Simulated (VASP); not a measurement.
Li, 16 atoms in the cell. The typed cell holds 16 atoms: a = 6.980 Å, b = 6.980 Å, c = 6.980 Å, α = 90.00°, β = 90.00°, γ = 90.00°. 

| Item | Value |
| --- | --- |
| Program | VASP 6.6.1 |
| Task | single point |
| Functional | PBE |
| Potentials or basis | VASP PAW PBE potentials, release 64 (Li_sv) |
| Cutoff | 650 eV |
| k mesh | 3 × 3 × 3 |
| Occupations | fermi-dirac, width 0.1 eV |
| Spin | no spin polarisation |
| Dipole correction | no |
| Further INCAR settings | ALGO = Normal; EDIFF = 1e-06; NBANDS = 38 |

Potentials or basis: VASP PAW PBE potentials, release 64 (Li_sv).

Run with:

```console
$ cat potpaw_PBE.64/Li_sv/POTCAR > POTCAR
$ mpirun -np 1 vasp_std > vasp.out
```

Hardware: 1 thread of Intel(R) Xeon(R) Platinum 8488C (Sapphire Rapids) (shared host).

Q: Estimate the wall time of this run.

A: Wall time 3.6 min on 1 thread of Intel(R) Xeon(R) Platinum 8488C (Sapphire Rapids), with other jobs on the host, peak memory 0.57 GiB. Counts: scf iterations 13, k points 14.
